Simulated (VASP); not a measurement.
Write the native input for VASP 6.6.1 that does the following.

| Quantity | Value |
| --- | --- |
| Task | single point |
| Functional | PBE |
| Potentials or basis | VASP PAW PBE potentials, release 64 (Ta_pv, Tl_d, P) |
| Cutoff | 520 eV |
| k mesh | 12 × 12 × 4 |
| Occupations | gaussian, width 0.1 eV |
| Spin | no spin polarisation |
| Dipole correction | no |
| Further INCAR settings | ALGO = Normal; EDIFF = 1e-07; NBANDS = 39 |

The structure of TaTl3P2 lies in POSCAR:

```
TaTl3P2
1.0
    3.5469864188      0.0000000000      0.0000000000
   -1.7734932094      3.0717803456      0.0000000000
    0.0000000000      0.0000000000     14.1098635355
Ta Tl P
1 3 2
Direct
    0.0000000000      0.0000000000      0.5000000000
    0.0000000000      0.0000000000      0.0000000000
    0.0000000000      0.0000000000      0.2376494114
    0.0000000000      0.0000000000      0.7623505886
    0.3333333333      0.6666666667      0.6064583268
    0.6666666667      0.3333333333      0.3935416732
```

One way to write it, as run:

INCAR

```
SYSTEM = TaTl3P2
ALGO = Normal ; EDIFF = 1E-7
ENCUT = 520 ; GGA = PE
ISIF = 2 ; ISMEAR = 0
LASPH = .True. ; LCHARG = .True.
LELF = .True. ; LREAL = .False.
LVHAR = .True. ; LWAVE = .False.
NBANDS = 39 ; NELM = 100
PREC = Accurate ; SIGMA = 0.1
```

KPOINTS

```
k-points
0
Gamma
  12 12 4
  0 0 0
```

Potentials or basis: VASP PAW PBE potentials, release 64 (Ta_pv, Tl_d, P).

Run with:

```sh
$ cat potpaw_PBE.64/Ta_pv/POTCAR potpaw_PBE.64/Tl_d/POTCAR potpaw_PBE.64/P/POTCAR > POTCAR
$ mpirun -np 1 vasp_std > vasp.out
```

Results of the run:

```json
{
 "Pressure": "0.0 GPa",
 "Largest force": "0.004 eV/Å",
 "Band gap on the k mesh": "zero (bands 30 and 31 overlap by 1.61 eV)"
}
```

Caveat: spin-orbit coupling is left out, which moves the levels of the heavy elements.

It took 3.9 min on 1 thread of AMD EPYC 9R45 96-Core Processor (Zen 5), with other jobs on the host, peak memory 0.49 GiB.
